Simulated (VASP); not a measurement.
C:

```
C
1.0
     2.52210    0.00000    0.00000
    -1.26105    2.18420    0.00000
     0.00000    0.00000    8.23710
C
8
Cartesian
  1.2611 0.7281 6.9501
  0.0000 1.4561 2.8315
  1.2611 0.7281 5.4056
  0.0000 1.4561 1.2870
  0.0000 0.0000 7.4649
  0.0000 0.0000 3.3463
  0.0000 0.0000 4.8908
  0.0000 0.0000 0.7722
```

```yaml
Program: VASP 6.6.1
Task: relaxation of cell and atoms
Functional: PBE
Dispersion: D3(BJ)
Potentials_or_basis: VASP PAW PBE potentials, release 64 (C)
Cutoff: 600 eV
k_mesh: 12 × 12 × 4
Occupations: fermi-dirac, width 0.05 eV
Spin: no spin polarisation
```

At the start: pressure -3.1 GPa; volume 5.67 Å³/atom.

How do energy, volume and symmetry change on relaxing?

Over 6 steps the energy falls by 2.8 meV/atom and the volume is 5.63 Å³/atom (-0.7 %); space group P6_3/mmc (No. 194, to 0.1 Å) before and after.

Step by step:
| step | energy change (eV) | largest force (eV/Å) | pressure (GPa) | volume (Å³) |
| --- | --- | --- | --- | --- |
| 1 | 0.0000 | 0.3272 | -3.14 | 45.38 |
| 2 | 0.0160 | 0.4798 | 4.26 | 44.64 |
| 3 | -0.0223 | 0.0517 | -0.19 | 45.06 |
| 4 | -0.0222 | 0.0447 | -0.25 | 45.07 |
| 5 | -0.0223 | 0.0618 | 0.17 | 45.02 |
| 6 | -0.0224 | 0.0099 | -0.03 | 45.04 |

Final structure:
```
CELL_PARAMETERS angstrom
2.50789 0.00000 0.00000
-1.25394 2.17189 0.00000
0.00000 0.00000 8.26978
ATOMIC_POSITIONS crystal
C 0.66667 0.33333 0.84442
C 0.33333 0.66667 0.34442
C 0.66667 0.33333 0.65558
C 0.33333 0.66667 0.15558
C 0.00000 0.00000 0.90702
C 0.00000 0.00000 0.40702
C 0.00000 0.00000 0.59298
C 0.00000 0.00000 0.09298
```
